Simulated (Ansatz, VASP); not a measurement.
## Ca3Si2N: VASP beside Ansatz

File INCAR:

```
PREC     = Accurate       # precision mode
ENCUT    = 600            # plane-wave cutoff, eV
EDIFF    = 1E-6           # SCF threshold, eV
ISMEAR   = 0              # smearing method
SIGMA    = 0.1            # smearing width, eV
LREAL    = F              # projectors in reciprocal space
LASPH    = T              # aspherical terms in the spheres
NELM     = 100            # most SCF steps
ALGO     = Normal         # electronic algorithm
ISIF     = 3              # what is computed and relaxed
LWAVE    = F              # write WAVECAR
LCHARG   = F              # write CHGCAR
GGA      = PE             # functional
IBRION   = 2              # ionic algorithm
NSW      = 90             # ionic steps
EDIFFG   = -0.04          # ionic threshold
```

KPOINTS

```
Automatic mesh
0
Gamma
  4 4 4
```

The input POSCAR:

```
Ca3Si2N
1.0
    0.0000000000      4.4219330000      5.0079182200
    2.5648887500      0.0000000000      5.0079182200
    2.5648887500      4.4219330000      0.0000000000
Ca Si N
3 2 1
Direct
    0.6689643800      0.3310356200      0.6689643800
    0.3310356200      0.6689643800      0.3310356200
    0.0000000000      0.0000000000      0.0000000000
    0.0000000000      0.5000000000      0.0000000000
    0.5000000000      0.0000000000      0.5000000000
    0.5000000000      0.5000000000      0.5000000000
```

Input for Ansatz:

```yaml
crystal:
  lattice:
    - [0.0, 4.421933, 5.00791822]
    - [2.56488875, 0.0, 5.00791822]
    - [2.56488875, 4.421933, 0.0]
  atoms:
    - { symbol: Ca, position: [0.66896438, 0.33103562, 0.66896438] }
    - { symbol: Ca, position: [0.33103562, 0.66896438, 0.33103562] }
    - { symbol: Ca, position: [0.0, 0.0, 0.0] }
    - { symbol: Si, position: [0.0, 0.5, 0.0] }
    - { symbol: Si, position: [0.5, 0.0, 0.5] }
    - { symbol: "N", position: [0.5, 0.5, 0.5] }
basis:
  ecutwfc: 420
kpoints:
  mp_grid: { grid: [4, 4, 4] }
hamiltonian:
  xc: pbe
scf:
  occupations: { method: gaussian, width: 0.1 }
  lower_state_search: "off"
output:
  forces: true
  stress: true
  eigenvalues: true
relax:
  adjacent_minimum: "off"
  f_tol: 0.04
  max_steps: 70
  cell: { stress_tol: 0.4 }
```

Alike in both runs: task relaxation of cell and atoms; functional PBE; k mesh 4 × 4 × 4; occupations gaussian, width 0.1 eV; no spin polarisation.

```csv
,VASP,Ansatz
version,VASP 6.6.1,Ansatz 0.2.0
potentials or method,"VASP PAW PBE potentials, release 64 (Ca_sv, Si, N), cutoff 600 eV","scalar-relativistic, plane waves, PAW"
valence electrons in the cell,43,43
```

```csv
,VASP,Ansatz,Ansatz less VASP
"gap on the k mesh at the Fermi level, each at its own relaxed structure (eV)",none,none,-
relaxed volume (Å³/atom),29.32,31.93,+2.604
relaxed length of the cell vector where the two differ most in proportion (Å),7.243,7.880,+0.6371
```

A gap of «none» marks a metal or a gap that the smearing closes. One of these differences is far larger than is usual between the two programs; its cause wasn't traced.

The k mesh is coarse, so the values compare programs but aren't converged. Noted on VASP's run: the volume moved by over 15 % at a fixed basis, so the end points are rough.
